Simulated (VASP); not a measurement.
The system is BIr3Pd.

```
B Pd Ir
1.0
     3.01265    0.00000    0.00000
     0.00000    3.01265    0.00000
     0.00000    0.00000    7.43589
B Pd Ir
1 1 3
Direct
  0.50000 0.50000 0.00000
  0.00000 0.00000 0.00000
  0.50000 0.50000 0.27330
  0.50000 0.50000 0.72670
  0.00000 0.00000 0.50000
```

Base run:

- Program: VASP 6.6.1
- Functional: PBE
- Potentials or basis: VASP PAW PBE potentials, release 64 (B, Pd, Ir)
- Cutoff: 520 eV
- k mesh: 6 × 6 × 4
- Occupations: gaussian, width 0.1 eV
- Spin: no spin polarisation

Its results: band gap on the k mesh zero (band 20 reaches 9.69 eV, above the bottom of band 21 at 8.60 eV); pressure 0.5 GPa; largest force 0.062 eV/Å.

Q: The run is repeated on the same cell with these changes: potentials or basis from VASP PAW PBE potentials, release 64 (B, Pd, Ir) to VASP PAW PBE potentials, release 64 (B, Pd_sv_GW, Ir_sv_GW); cutoff from 520 eV to 540 eV; further incar settings from ALGO = Fast; EDIFF = 1e-07; NBANDS = 28 to ALGO = Normal; EDIFF = 1e-06; NBANDS = 44; valence electrons from 40 to 72. What comes out?

A: Band gap on the k mesh zero (band 36 reaches 10.99 eV, above the bottom of band 37 at 9.89 eV); pressure -2.2 GPa; largest force 0.008 eV/Å.

Caveats: spin-orbit coupling is left out, which moves the levels of the heavy elements.
